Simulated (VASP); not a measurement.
SnO, 4 atoms in the cell. Symmetry: P6_3/mmc, No. 194, hexagonal system. Conventional cell: a = 4.125 Å, b = 4.125 Å, c = 5.185 Å, α = 90.00°, β = 90.00°, γ = 120.00°. Sn (site symmetry -6m2) has 5 O at 2.38 to 2.59 Å within 3.1 Å. Within 3.1 Å of O (site symmetry -6m2) lie 5 Sn at 2.38 to 2.59 Å. 

* Program: VASP 6.6.1
* Task: single point
* Functional: r2SCAN
* Potentials or basis: VASP PAW PBE potentials, release 64 (Sn_d, O)
* Cutoff: 520 eV
* k mesh: 12 × 12 × 6
* Occupations: gaussian, width 0.01 eV
* Spin: no spin polarisation
* Dipole correction: no
* Further INCAR settings: ALGO = Normal; EDIFF = 1e-06; NBANDS = 28

Potentials or basis: VASP PAW PBE potentials, release 64 (Sn_d, O).

The run is started by

```bash
$ cat potpaw_PBE.64/Sn_d/POTCAR potpaw_PBE.64/O/POTCAR > POTCAR
$ cp INCAR.step1 INCAR
$ mpirun -np 1 vasp_std > vasp.out
$ cp INCAR.step2 INCAR
$ mpirun -np 1 vasp_std > vasp.out
```

Hardware: 1 thread of AMD EPYC 9R45 96-Core Processor (Zen 5), on a shared host.

Estimate the wall time of this run.

Run time: 6.1 min on 1 thread of AMD EPYC 9R45 96-Core Processor (Zen 5) (shared host), peak memory 0.26 GiB. Counts: k points 76.
